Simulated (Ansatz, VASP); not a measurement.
## One calculation of TiSi2, two programs

```xyz
6
Lattice="1.7101 -6.4911 0.0000 1.7101 6.4911 0.0000 0.0000 0.0000 3.4579" Properties=species:S:1:pos:R:3 pbc="T T T"
Ti    1.7101   -5.1605    2.5934
Ti    1.7101    5.1605    0.8645
Si    1.7101   -0.7787    2.5934
Si    1.7101    0.7787    0.8645
Si    1.7101    3.2492    2.5934
Si    1.7101   -3.2492    0.8645
```

Change from the starting cell: volume 12.795 Å^3 an atom, stretch along b over the lengths across it, relative to the relaxed cell 1.0000.

Alike in both runs: task single point; functional PBEsol; k mesh 14 × 14 × 12; occupations gaussian, width 0.15 eV; no spin polarisation.

```csv
,VASP,Ansatz
version,VASP 6.6.1,Ansatz 0.2.0
potentials or method,"VASP PAW PBE potentials, release 64 (Ti_sv, Si), cutoff 520 eV","scalar-relativistic, plane waves, PAW"
valence electrons in the cell,40,40
```

VASP gave:

- gap on the k mesh at the Fermi level (eV): none
- pressure (GPa): 15.0
- traceless stress, the component that is largest in VASP (GPa): -2.05
- rms of the force components (eV/Å): 0.136

**Question.** Which values does Ansatz return?

**Answer.** gap on the k mesh at the Fermi level (eV): none; pressure (GPa): 14.9; traceless stress, the component that is largest in VASP (GPa): -2.00; rms of the force components (eV/Å): 0.136.

VASP's potentials were made for PBE, not for PBEsol, and Ansatz warns of the same on its side. Atom by atom the forces differ by 0.000 eV/Å (rms over components). A gap of «none» marks a metal or a gap that the smearing closes.
